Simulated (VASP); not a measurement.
# Be3SnN (Pm-3m) in VASP: electric field gradients with PBE

Aim: the electric field gradients of Be3SnN with PBE.

All numbers are computed with VASP 6.6.1; they aren't measurements. Logs are shortened: lines on timing, memory, paths and dates and some standing lists are left out, and cuts for length are marked.

## 1. The cell of the first run

The structure is cubic, space group Pm-3m (No. 221). Conventional cell: a = 4.490 Å, b = 4.490 Å, c = 4.490 Å, α = 90.00°, β = 90.00°, γ = 90.00°. Be (site symmetry 4/mmm) has 2 Sn at 2.24 Å within 3.0 Å. Within 3.0 Å of Sn (site symmetry m-3m) lie 6 Be at 2.24 Å. Within 4.2 Å of N (site symmetry m-3m) lie 12 Be at 3.17 Å and 8 Sn at 3.89 Å.

## 2. Electric field gradients, PBE

The input, INCAR:

```
PREC = Accurate
ENCUT = 520
EDIFF = 1E-8
ISMEAR = -1
SIGMA = 0.15
LREAL = F
LASPH = T
NELM = 100
ALGO = Normal
ISIF = 2
LWAVE = F
LCHARG = F
GGA = PE
LEFG = T
NBANDS = 20
```

The input, KPOINTS:

```
Automatic mesh
0
Gamma
  8 8 8
```

The input, POSCAR:

```
Be3SnN
1.0
    4.4897833561      0.0000000000      0.0000000000
    0.0000000000      4.4897833561      0.0000000000
    0.0000000000      0.0000000000      4.4897833561
Be Sn N
3 1 1
Direct
    0.0000000000      0.5000000000      0.5000000000
    0.5000000000      0.0000000000      0.5000000000
    0.5000000000      0.5000000000      0.0000000000
    0.5000000000      0.5000000000      0.5000000000
    0.0000000000      0.0000000000      0.0000000000
```

Potentials or basis: VASP PAW PBE potentials, release 64 (Be, Sn_d, N).

The run is started by

```sh
> cat potpaw_PBE.64/Be/POTCAR potpaw_PBE.64/Sn_d/POTCAR potpaw_PBE.64/N/POTCAR > POTCAR
> mpirun -np 1 vasp_std > vasp.out
```

OUTCAR:

```text
PREC = Accurate
   ENCUT = 520
   EDIFF = 1E-8
   ISMEAR = -1
   LREAL = F
   LASPH = T
   NELM = 100
   ISIF = 2
   GGA = PE

 ion  position               nearest neighbor table
   1  0.000  0.500  0.500-   4 2.24   4 2.24
   2  0.500  0.000  0.500-   4 2.24   4 2.24
   3  0.500  0.500  0.000-   4 2.24   4 2.24
   4  0.500  0.500  0.500-   1 2.24   2 2.24   3 2.24   3 2.24   2 2.24   1 2.24
   5  0.000  0.000  0.000-

  LATTYP: Found a simple cubic cell.
 ALAT       =     4.4897833561

  Lattice vectors:

 A1 = (   4.4897833561,   0.0000000000,   0.0000000000)
 A2 = (   0.0000000000,   4.4897833561,   0.0000000000)
 A3 = (   0.0000000000,   0.0000000000,   4.4897833561)

Analysis of symmetry for initial positions (statically):
=====================================================================
 Subroutine PRICEL returns:
 Original cell was already a primitive cell.

 Routine SETGRP: Setting up the symmetry group for a
 simple cubic supercell.

 Subroutine GETGRP returns: Found 48 space group operations
 (whereof 48 operations were pure point group operations)
 out of a pool of 48 trial point group operations.

The static configuration has the point symmetry O_h .

Analysis of symmetry for dynamics (positions and initial velocities):
=====================================================================
 Subroutine PRICEL returns:
 Original cell was already a primitive cell.

 Routine SETGRP: Setting up the symmetry group for a
 simple cubic supercell.

 Subroutine GETGRP returns: Found 48 space group operations
 (whereof 48 operations were pure point group operations)
 out of a pool of 48 trial point group operations.

The dynamic configuration has the point symmetry O_h .

 Subroutine INISYM returns: Found 48 space group operations
 (whereof 48 operations are pure point group operations),
 and found     1 'primitive' translations

----------------------------------------------------------------------------------------

                                     Primitive cell

  volume of cell :      90.5057

  direct lattice vectors                    reciprocal lattice vectors
     4.489783356  0.000000000  0.000000000     0.222727896  0.000000000  0.000000000
     0.000000000  4.489783356  0.000000000     0.000000000  0.222727896  0.000000000
     0.000000000  0.000000000  4.489783356     0.000000000  0.000000000  0.222727896

  length of vectors
     4.489783356  4.489783356  4.489783356     0.222727896  0.222727896  0.222727896

  position of ions in fractional coordinates (direct lattice)
     0.000000000  0.500000000  0.500000000
     0.500000000  0.000000000  0.500000000
     0.500000000  0.500000000  0.000000000
     0.500000000  0.500000000  0.500000000
     0.000000000  0.000000000  0.000000000

  ion indices of the primitive-cell ions
   primitive index   ion index
                 1           1
                 2           2
                 3           3
                 4           4
                 5           5

----------------------------------------------------------------------------------------

 KPOINTS: Automatic mesh

Automatic generation of k-mesh.
 Grid dimensions read from file:
 generate k-points for:    8    8    8

 Generating k-lattice:

  Cartesian coordinates                     Fractional coordinates (reciprocal lattice)
     0.027840987  0.000000000  0.000000000     0.125000000  0.000000000  0.000000000
     0.000000000  0.027840987  0.000000000     0.000000000  0.125000000  0.000000000
     0.000000000  0.000000000  0.027840987     0.000000000  0.000000000  0.125000000

  Length of vectors
     0.027840987  0.027840987  0.027840987

  Shift w.r.t. Gamma in fractional coordinates (k-lattice)
[... 41 lines left out ...]
   NGXF,Y,Z  is equivalent  to a cutoff of  26.66, 26.66, 26.66 a.u.
 SYSTEM =  unknown system
   PREC   = accura    normal or accurate (medium, high low for compatibility)
   ISTART =      0    job   : 0-new  1-cont  2-samecut
   ICHARG =      2    charge: 1-file 2-atom 10-const
   ISPIN  =      1    spin polarized calculation?
   LNONCOLLINEAR =      F non collinear calculations
   LSORBIT =      F    spin-orbit coupling
   LASPH  =      T    aspherical Exc in radial PAW
   ENCUT  =  520.0 eV  38.22 Ry    6.18 a.u.   8.35  8.35  8.35*2*pi/ulx,y,z
   NELM   =    100;   NELMIN=  2; NELMDL= -5     # of ELM steps
   EDIFF  = 0.1E-07   stopping-criterion for ELM
   LREAL  =      F    real-space projection
   EDIFFG = 0.1E-06   stopping-criterion for IOM
   NSW    =      0    number of steps for IOM
   IBRION =     -1    ionic relax: 0-MD 1-quasi-New 2-CG
   NFREE  =      0    steps in history (QN), initial steepest desc. (CG)
   ISIF   =      2    stress and relaxation
   ISYM   =      2    0-nonsym 1-usesym 2-fastsym
   POTIM  = 0.5000    time-step for ionic-motion
   TEBEG  =    0.0;   TEEND  =   0.0 temperature during run
   PSTRESS=    0.0 pullay stress
   NELECT =      25.0000    total number of electrons
   NUPDOWN=      -1.0000    fix difference up-down
   EMIN   =  10.00;   EMAX   =-10.00  energy-range for DOS
   EFERMI =   0.00;   METHOD = LEGACY
   ISMEAR =    -1;   SIGMA  =   0.15  broadening in eV -4-tet -1-fermi 0-gaus
   EFERMI_NEDOS =   21; number of points for ismear=-14 and -15
   IALGO  =     38    algorithm
   IMIX   =      4    mixing-type and parameters
     AMIX     =   0.40;   BMIX     =  1.00
     AMIX_MAG =   1.60;   BMIX_MAG =  1.00
  volume/ion in A,a.u.               =      18.10       122.15
  Fermi-wavevector in a.u.,A,eV,Ry     =   1.066177  2.014783 15.466207  1.136734
  Thomas-Fermi vector in A             =   2.201753
   LORBIT       =      0    0 simple, 1 ext, 2 COOP (PROOUT), +10 PAW based schemes
   GGA     = PE    functional components
   LHFCALC =     F    Hartree Fock is set to
   AEXX    =    0.0000 exact exchange contribution
   IVDW    =     0    specifies the selected vdW correction
   LEPSILON=     F    determine dielectric tensor
   LRPA    =     F    only Hartree local field effects (RPA)
 non-spin polarized calculation
  energy-cutoff  :      520.00
  volume of cell :       90.51
 maximum number of plane-waves:      2469
 NGX is ok and might be reduce to    36
   NGX = 17   NGY = 17   NGZ = 17

 number of electron      25.0000001 magnetization

 Free energy of the ion-electron system (eV)
  ---------------------------------------------------
  ext. energy  EPLUGINS =         0.00000000
  ---------------------------------------------------
  free energy    TOTEN  =       -13.26498753 eV

  energy without entropy =      -12.97870176  energy(sigma->0) =      -13.12184464

 E-fermi :   3.1653     XC(G=0):  -8.8177

 val. band max:        3.1543738658   @ k =   0.1250   0.1250   0.1250
 cond. band min:       3.1667571837   @ k =   0.3750   0.2500   0.2500
 fundamental gap:      0.0123833179
 Fermi energy:         3.1653148843

 k-point     1 :       0.0000    0.0000    0.0000
  band No.  band energies     occupation
      1     -18.4346      2.00000
      2     -18.4346      2.00000
      3     -18.2404      2.00000
      4     -18.2404      2.00000
      5     -18.2404      2.00000
      6      -8.5153      2.00000
[... 541 lines left out ...]
     19       7.8224      0.00000
     20       7.9491      0.00000

 [... further k-points ...]

------------------------ aborting loop because EDIFF is reached ----------------------------------------

  FORCE on cell =-STRESS in cart. coord.  units (eV):
  Direction    XX          YY          ZZ          XY          YZ          ZX
  --------------------------------------------------------------------------------------
  -------------------------------------------------------------------------------------
  Total       -0.0354013     -0.0354013     -0.0354013     -0.0000000     -0.0000000      0.0000000
  in kB       -0.6266919     -0.6266919     -0.6266919     -0.0000000     -0.0000000      0.0000000
  external PRESSURE =      -0.6266919 kB  Pullay stress =       0.0000000 kB

 VOLUME and BASIS-vectors are now :
 -----------------------------------------------------------------------------
  energy-cutoff  :      520.00
  volume of cell :       90.51
      direct lattice vectors                 reciprocal lattice vectors
     4.489783356  0.000000000  0.000000000     0.222727896  0.000000000  0.000000000
     0.000000000  4.489783356  0.000000000     0.000000000  0.222727896  0.000000000
     0.000000000  0.000000000  4.489783356     0.000000000  0.000000000  0.222727896

 POSITION                                       TOTAL-FORCE (eV/Angst)
 -----------------------------------------------------------------------------------
      0.00000      2.24489      2.24489         0.000000      0.000000      0.000000
      2.24489      0.00000      2.24489         0.000000      0.000000      0.000000
      2.24489      2.24489      0.00000         0.000000      0.000000      0.000000
      2.24489      2.24489      2.24489         0.000000      0.000000      0.000000
      0.00000      0.00000      0.00000         0.000000      0.000000      0.000000
 -----------------------------------------------------------------------------------
    total drift:                                0.000000      0.000000      0.000000

  FREE ENERGIE OF THE ION-ELECTRON SYSTEM (eV)
  ---------------------------------------------------
  free  energy   TOTEN  =       -13.2649875318 eV

  energy  without entropy=      -12.9787017560  energy(sigma->0) =      -13.12184464

 Electric field gradients (V/A^2)
---------------------------------------------------------------------
 ion       V_xx      V_yy      V_zz      V_xy      V_xz      V_yz
---------------------------------------------------------------------
   1     -11.195     5.597     5.597     0.000    -0.000     0.000
   2       5.597   -11.195     5.597    -0.000     0.000    -0.000
   3       5.597     5.597   -11.195     0.000     0.000    -0.000
   4      -0.000     0.000     0.000     0.000    -0.000    -0.000
   5      -0.000    -0.000     0.000     0.000    -0.000     0.000
---------------------------------------------------------------------

 Electric field gradients after diagonalization (V/A^2)
 (convention: |V_zz| > |V_xx| > |V_yy|)
----------------------------------------------------------------------
 ion       V_xx      V_yy      V_zz     asymmetry (V_yy - V_xx)/ V_zz
----------------------------------------------------------------------
   1       5.597     5.597   -11.195       0.000
   2       5.597     5.597   -11.195       0.000
   3       5.597     5.597   -11.195       0.000
   4       0.000    -0.000     0.000      -0.407
   5      -0.000     0.000    -0.000      -1.591
----------------------------------------------------------------------

           NMR quadrupolar parameters

 Cq : quadrupolar parameter    Cq=e*Q*V_zz/h
 eta: asymmetry parameters     (V_yy - V_xx)/ V_zz
 Q  : nuclear electric quadrupole moment in mb (millibarn)
----------------------------------------------------------------------
 ion       Cq(MHz)       eta       Q (mb)
----------------------------------------------------------------------
   1      -0.027       0.000       1.000
   2      -0.027       0.000       1.000
   3      -0.027       0.000       1.000
   4       0.000      -0.407       1.000
   5      -0.000      -1.591       1.000
----------------------------------------------------------------------
```

Run time: 29 s. Hardware: 1 thread of Intel Xeon Platinum 8559C (Emerald Rapids), shared host; peak memory 0.24 GiB.

What came out:

* Free energy: -13.2650 eV
* Pressure: -0.1 GPa

Electric field gradients, principal values (V/Å²):
```tsv
atom	least	middle	greatest (by size)
1 Be	5.597	5.597	-11.195
2 Be	5.597	5.597	-11.195
3 Be	5.597	5.597	-11.195
4 Sn	0.000	0.000	0.000
5 N	0.000	0.000	0.000
```

Caveat: without QUAD_EFG the Cq values of the log hold for a quadrupole moment of 1 mb, not for the nuclei; spin-orbit coupling is left out, which moves the levels of the heavy elements.
